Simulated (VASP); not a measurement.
A run of VASP 6.6.1:

The input INCAR:

```
SYSTEM = Ru
ALGO = Normal
EDIFF = 1E-6
ENCUT = 500
GGA_COMPAT = .False.
ISIF = 2
ISMEAR = -1
LASPH = .True.
LCHARG = .False.
LREAL = .False.
LWAVE = .False.
NBANDS = 21
NELM = 120
PREC = Accurate
SIGMA = 0.08
```

The input KPOINTS:

```
k-points
0
Gamma
  18 18 10
  0 0 0
```

POSCAR

```
Ru
1.0
    2.6744806831      0.0000000000      0.0000000000
   -1.3372403416      2.3161682135      0.0000000000
    0.0000000000      0.0000000000      4.2258933176
Ru
2
Direct
    0.3333333333      0.6666666667      0.2500000000
    0.6666666667      0.3333333333      0.7500000000
```

Potentials or basis: VASP PAW LDA potentials, release 64 (Ru_pv).

Run with:

```bash
$ cat potpaw_LDA.64/Ru_pv/POTCAR > POTCAR
$ mpirun -np 1 vasp_std > vasp.out
```

Hardware: 1 thread of Intel(R) Xeon(R) 6975P-C (Granite Rapids) (shared host).

Task: How long does it take, and how much memory?

Result: Wall time 37 s on 1 thread of Intel(R) Xeon(R) 6975P-C (Granite Rapids), on a shared host, peak memory 0.19 GiB. Counts: scf iterations 11, k points 222.
